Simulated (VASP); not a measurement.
Here is a VASP 6.6.1 calculation.

INCAR

```
SYSTEM = AlCu3
PREC = Accurate
ENCUT = 520
EDIFF = 1E-6
ISMEAR = 0
SIGMA = 0.1
LREAL = .FALSE.
LASPH = .TRUE.
NELM = 80
ALGO = Fast
ISIF = 2
LWAVE = .FALSE.
LCHARG = .FALSE.
GGA = PS
NBANDS = 26
```

The input KPOINTS:

```
regular mesh
0
G
  16 16 16
  0 0 0
```

File POSCAR:

```
AlCu3
1.0
    0.0000000000      2.9699745813      2.9699745813
    2.9699745813      0.0000000000      2.9699745813
    2.8893095405      2.8893095405      0.0806650408
Al Cu
1 3
Direct
    0.0000000000      0.0000000000      0.0000000000
    0.5000000000      0.5000000000      0.5000000000
    0.2499777848      0.2499777848      0.2500666457
    0.7500222152      0.7500222152      0.7499333543
```

Potentials or basis: VASP PAW PBE potentials, release 64 (Al, Cu).

Run with:

```bash
$ cat potpaw_PBE.64/Al/POTCAR potpaw_PBE.64/Cu/POTCAR > POTCAR
$ mpirun -np 1 vasp_std > vasp.out
```

(1) Estimate the pressure.

(2) Predict the band gap on the k mesh.

## Answers

(1) -5.4 GPa.

(2) zero (bands 18 and 19 overlap by 5.48 eV).

Caveat: the cell differs from its parent crystal (biaxial strain in the a-b plane: +3.0 %, then relaxed in part); the cell stands under tension; the PAW data sets were made with another functional, which shifts forces and pressure a little.
